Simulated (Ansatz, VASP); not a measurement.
AlN: VASP beside Ansatz

```
CELL_PARAMETERS angstrom
-1.63784 2.83682 0.00000
0.00000 0.00000 4.10063
4.91352 2.83682 0.00000
ATOMIC_POSITIONS crystal
Al 0.69299 0.75000 0.10481
Al 0.00000 0.75000 0.66667
Al 0.00000 0.25000 0.33333
Al 0.50000 0.25000 0.83333
N 0.50000 0.25000 0.16667
N 0.00000 0.25000 0.66667
N 0.00000 0.75000 0.33333
N 0.50000 0.75000 0.83333
```

Alike in both runs: task single point; functional LDA; k mesh 8 × 6 × 4; occupations gaussian, width 0.05 eV; no spin polarisation.

|  | VASP | Ansatz |
| --- | --- | --- |
| version | VASP 6.6.1 | Ansatz 0.2.0 |
| potentials or method | VASP PAW LDA potentials, release 64 (Al, N_h), cutoff 1330 eV | scalar-relativistic, plane waves, PAW |
| valence electrons in the cell | 32 | 32 |

Ansatz gave:

- gap on the k mesh at the Fermi level (eV): 1.97
- least direct gap on the mesh (eV): 1.97
- pressure (GPa): 10.3
- traceless stress, the component that is largest in VASP (GPa): 14.69
- rms of the force components (eV/Å): 1.871

Question: What did VASP give for the same quantities?

Answer: gap on the k mesh at the Fermi level (eV): 1.97; least direct gap on the mesh (eV): 1.97; pressure (GPa): 11.1; traceless stress, the component that is largest in VASP (GPa): 15.25; rms of the force components (eV/Å): 1.908.

Ansatz warns that its potentials were made for another functional, while VASP's fit it. LDA's correlation is that of Perdew and Zunger in VASP and of Perdew and Wang (1992) in Ansatz. Atom by atom the forces differ by 0.048 eV/Å (rms over components).
